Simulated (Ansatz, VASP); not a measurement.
## SnTe in VASP and in Ansatz

```
Sn Te
1.0
     0.00000    3.61115    3.61115
     3.61115    0.00000    3.61115
     3.61115    3.61115    0.00000
Sn Te
1 1
Direct
  0.00000 0.00000 0.00000
  0.75000 0.75000 0.75000
```

Alike in both runs: task single point; functional PBE; k mesh 4 × 4 × 4; occupations gaussian, width 0.1 eV; no spin polarisation.

|  | VASP | Ansatz |
| --- | --- | --- |
| version | VASP 6.6.1 | Ansatz 0.2.0 |
| potentials or method | VASP PAW PBE potentials, release 64 (Sn_d, Te), cutoff 520 eV | scalar-relativistic, plane waves, PAW |
| valence electrons in the cell | 20 | 30 |

|  | VASP | Ansatz | Ansatz less VASP |
| --- | --- | --- | --- |
| gap on the k mesh at the Fermi level (eV) | 0.10 | 0.10 | +0.002 |
| least direct gap on the mesh (eV) | 0.80 | 0.80 | +0.001 |
| pressure (GPa) | -0.3 | -0.3 | +0.02 |

VASP's potentials hold 20 valence electrons a cell and Ansatz's 30, so a difference there can come from the potentials and not from the codes.

Neither program's run includes spin-orbit coupling.
